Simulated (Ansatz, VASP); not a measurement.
Pt in VASP and in Ansatz

POSCAR

```
Pt
1.0
    0.0000000000      1.9501933741      1.9501933741
    1.9501933741      0.0000000000      1.9501933741
    1.9501933741      1.9501933741      0.0000000000
Pt
1
Direct
    0.0000000000      0.0000000000      0.0000000000
```

File INCAR.step1:

```
SYSTEM = Pt
PREC     = Accurate       ! precision mode
ENCUT    = 520            ! plane-wave cutoff, eV
ISMEAR   = 0              ! smearing method
SIGMA    = 0.1            ! smearing width, eV
LREAL    = .FALSE.        ! projectors in reciprocal space
LASPH    = .TRUE.         ! aspherical terms in the spheres
NELM     = 100            ! most SCF steps
NBANDS   = 11             ! bands
GGA      = PE             ! functional
ALGO     = Normal         ! electronic algorithm
EDIFF    = 1E-4           ! SCF threshold, eV
LWAVE    = .TRUE.         ! write WAVECAR
LCHARG   = .FALSE.        ! write CHGCAR
```

File INCAR.step2:

```
SYSTEM = Pt
PREC     = Accurate       ! precision mode
ENCUT    = 520            ! plane-wave cutoff, eV
EDIFF    = 1E-6           ! SCF threshold, eV
ISMEAR   = 0              ! smearing method
SIGMA    = 0.1            ! smearing width, eV
LREAL    = .FALSE.        ! projectors in reciprocal space
LASPH    = .TRUE.         ! aspherical terms in the spheres
NELM     = 100            ! most SCF steps
ALGO     = Normal         ! electronic algorithm
ISIF     = 2              ! what is computed and relaxed
LWAVE    = .FALSE.        ! write WAVECAR
LCHARG   = .TRUE.         ! write CHGCAR
METAGGA  = R2SCAN         ! meta-GGA
LMIXTAU  = .TRUE.       
LELF     = .TRUE.         ! ELF
LVHAR    = .TRUE.       
NBANDS   = 11             ! bands
ISTART   = 1
```

KPOINTS

```
Automatic mesh
0
G
  18 18 18
  0 0 0
```

Input for Ansatz:

```yaml
crystal:
  lattice:
    - [0.0, 1.9501933741, 1.9501933741]
    - [1.9501933741, 0.0, 1.9501933741]
    - [1.9501933741, 1.9501933741, 0.0]
  atoms:
    - { symbol: Pt, position: [0.0, 0.0, 0.0] }
basis:
  ecutwfc: 500
kpoints:
  mp_grid: { grid: [18, 18, 18] }
hamiltonian:
  xc: r2scan
scf:
  occupations: { method: gaussian, width: 0.1 }
output:
  forces: true
  stress: true
  eigenvalues: true
```

Alike in both runs: task single point; functional r2SCAN; k mesh 18 × 18 × 18; occupations gaussian, width 0.1 eV; no spin polarisation.

|  | VASP | Ansatz |
| --- | --- | --- |
| version | VASP 6.6.1 | Ansatz 0.2.0 |
| potentials or method | VASP PAW PBE potentials, release 64 (Pt), cutoff 520 eV | scalar-relativistic, plane waves, PAW |
| valence electrons in the cell | 10 | 18 |

Ansatz gave:

| Quantity | Value |
| --- | --- |
| gap on the k mesh at the Fermi level (eV) | none |
| pressure (GPa) | 9.0 |

Question: Which values does VASP return?

Answer: gap on the k mesh at the Fermi level (eV): none; pressure (GPa): 9.9.

VASP's potentials were made for PBE, not for r2SCAN. A gap of «none» marks a metal or a gap that the smearing closes. VASP's potentials hold 10 valence electrons a cell and Ansatz's 18, so a difference there can come from the potentials and not from the codes.

Spin-orbit coupling is off throughout.
